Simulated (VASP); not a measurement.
Input of a VASP 6.6.1 run:

Contents of INCAR:

```
SYSTEM = TiH4
PREC = Accurate ; ENCUT = 600
EDIFF = 1E-6 ; ISMEAR = 0
SIGMA = 0.1 ; LREAL = .False.
LASPH = .True. ; NELM = 80
ALGO = Normal ; ISIF = 3
LWAVE = .False. ; LCHARG = .False.
GGA = PE ; IBRION = 2
NSW = 90 ; EDIFFG = -0.04
```

File KPOINTS:

```
Automatic mesh
0
Gamma
  6 4 4
  0 0 0
```

File POSCAR:

```
TiH4
1.0
    3.0039248053      0.0000000000      0.0000000000
    0.0539801075      5.1247057441      0.0000000000
    0.0830901399      0.0750382361      5.2616656214
Ti H
2 8
Direct
    0.0205909819      0.4677894156      0.0048042439
    0.5181405932      0.4725742370      0.4896349650
    0.0875560357      0.8379298620      0.9574387176
    0.5608594383      0.8521173193      0.4633897705
    0.8328048492      0.8253499561      0.0194337823
    0.3957332011      0.8351008658      0.5846510895
    0.5231065488      0.5138337484      0.8260635098
    0.0178117130      0.6073236802      0.3263198459
    0.0225766896      0.2955897206      0.6547419309
    0.5208199491      0.2923911949      0.1735221449
```

Potentials or basis: VASP PAW PBE potentials, release 64 (Ti_sv, H).

Launch:

```bash
$ cat potpaw_PBE.64/Ti_sv/POTCAR potpaw_PBE.64/H/POTCAR > POTCAR
$ mpirun -np 1 vasp_std > vasp.out
```

Problem. What does it give for the relaxed cell?

Solution. a = 2.973 Å, b = 5.482 Å, c = 5.188 Å, α = 89.57°, β = 89.07°, γ = 89.42°.

Problem. What does it give for the space group after relaxing (to 0.1 Å)?

Solution. Cm (No. 8).

Problem. What does it give for the band gap on the k mesh?

Solution. Zero (bands 16 and 17 overlap by 0.69 eV).

Forces in eV/Å, atoms in the order of the input:
```
Ti   0.001  0.034  0.005
Ti  -0.004  0.015  0.009
H    0.022 -0.012 -0.012
H    0.001 -0.002  0.010
H   -0.010 -0.017 -0.004
H    0.000 -0.010  0.005
H   -0.009 -0.005  0.016
H   -0.001 -0.005 -0.011
H    0.000 -0.005 -0.012
H   -0.001  0.006 -0.006
```
